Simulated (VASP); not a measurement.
InGa5P6:

```
In Ga P
1.0
     3.83050    0.00000    0.00000
     0.00000    5.41715    0.00000
     0.00000    0.00000   11.49151
In Ga P
1 5 6
Direct
  0.50000 0.50000 0.00000
  0.00000 0.00000 0.83333
  0.00000 0.00000 0.16667
  0.50000 0.50000 0.33333
  0.00000 0.00000 0.50000
  0.50000 0.50000 0.66667
  0.00000 0.50000 0.16667
  0.00000 0.50000 0.50000
  0.50000 0.00000 0.66667
  0.00000 0.50000 0.83333
  0.50000 0.00000 0.00000
  0.50000 0.00000 0.33333
```

```yaml
Program: VASP 6.6.1
Task: relaxation of cell and atoms
Functional: PBE
Potentials_or_basis: VASP PAW PBE potentials, release 64 (In_d, Ga_d, P)
Cutoff: 600 eV
k_mesh: 4 × 4 × 2
Occupations: gaussian, width 0.1 eV
Spin: no spin polarisation
```

At the start: pressure -6.3 GPa; volume 19.87 Å³/atom.

**Question.** Where does the relaxation end?

**Answer.** Over 16 steps the energy falls by 60.5 meV/atom and the volume is 17.94 Å³/atom (-9.7 %); space group Pmmm (No. 47, to 0.1 Å) before and after.

The path:
| step | energy change (eV) | largest force (eV/Å) | pressure (GPa) | volume (Å³) |
| --- | --- | --- | --- | --- |
| 1 | 0.0000 | 0.6938 | -6.34 | 238.45 |
| 2 | -0.5386 | 0.8392 | 1.51 | 212.33 |
| 3 | -0.5470 | 0.8284 | 0.47 | 214.88 |
| 4 | -0.6161 | 0.5514 | 0.45 | 214.67 |
| 5 | -0.6721 | 0.1719 | 0.61 | 214.22 |
| 6 | -0.6725 | 0.1815 | 0.64 | 214.18 |
| 7 | -0.6816 | 0.1434 | -0.55 | 217.23 |
| 8 | -0.6818 | 0.1476 | -0.42 | 216.85 |
| 9 | -0.6931 | 0.0934 | -0.36 | 216.62 |
| 10 | -0.7127 | 0.1140 | -0.11 | 215.89 |
| 11 | -0.7205 | 0.1194 | 0.26 | 214.80 |
| 12 | -0.7206 | 0.1175 | 0.23 | 214.91 |
| 13 | -0.7241 | 0.0660 | -0.34 | 216.29 |
| 14 | -0.7242 | 0.0736 | -0.26 | 216.09 |
| 15 | -0.7260 | 0.0501 | 0.14 | 215.04 |
| 16 | -0.7261 | 0.0388 | 0.07 | 215.24 |

Final structure:
```cif
data_structure
_symmetry_space_group_name_H-M 'P 1'
_symmetry_Int_Tables_number 1
_cell_length_a 3.6364
_cell_length_b 5.1265
_cell_length_c 11.5462
_cell_angle_alpha 90.000
_cell_angle_beta 90.000
_cell_angle_gamma 90.000
_cell_volume 215.24
loop_
_atom_site_label
_atom_site_type_symbol
_atom_site_fract_x
_atom_site_fract_y
_atom_site_fract_z
_atom_site_occupancy
In1 In 0.50000 0.50000 0.00000 1
Ga1 Ga 0.00000 0.00000 0.83245 1
Ga2 Ga 0.00000 0.00000 0.16755 1
Ga3 Ga 0.50000 0.50000 0.33833 1
Ga4 Ga 0.00000 0.00000 0.50000 1
Ga5 Ga 0.50000 0.50000 0.66167 1
P1 P 0.00000 0.50000 0.18552 1
P2 P 0.00000 0.50000 0.50000 1
P3 P 0.50000 0.00000 0.66028 1
P4 P 0.00000 0.50000 0.81448 1
P5 P 0.50000 0.00000 0.00000 1
P6 P 0.50000 0.00000 0.33972 1
```

Caveat: the k points lie up to 0.43 Å⁻¹ apart in the final cell, too coarse for converged energies and pressures of a metal.
